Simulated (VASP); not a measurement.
A run of VASP 6.6.1:

The input INCAR:

```
SYSTEM = HfC
  PREC = Accurate
  ENCUT = 520
  EDIFF = 1E-8
  ISMEAR = -1
  SIGMA = 0.05
  LREAL = .FALSE.
  LASPH = .TRUE.
  NELM = 80
  ALGO = Normal
  ISIF = 2
  LWAVE = .FALSE.
  LCHARG = .FALSE.
  GGA = PE
  LEFG = .TRUE.
  NBANDS = 14
```

KPOINTS

```
Automatic mesh
0
G
  16 16 16
  0 0 0
```

Contents of POSCAR:

```
HfC
1.0
    0.0000000000      2.3713427620      2.3713427620
    2.3713427620      0.0000000000      2.3713427620
    2.3713427620      2.3713427620      0.0000000000
Hf C
1 1
Direct
    0.0000000000      0.0000000000      0.0000000000
    0.5000000000      0.5000000000      0.5000000000
```

Potentials or basis: VASP PAW PBE potentials, release 64 (Hf_pv, C).

Launch:

```sh
$ cat potpaw_PBE.64/Hf_pv/POTCAR potpaw_PBE.64/C/POTCAR > POTCAR
$ mpirun -np 1 vasp_std > vasp.out
```

Hardware: 1 thread of Intel Xeon 8259CL, with other jobs on the host.

Question: How long does it take, and how much memory?

Answer: Wall time 81 s on 1 thread of Intel Xeon 8259CL, on a shared host, peak memory 0.2 GiB. Counts: scf iterations 14, k points 145.
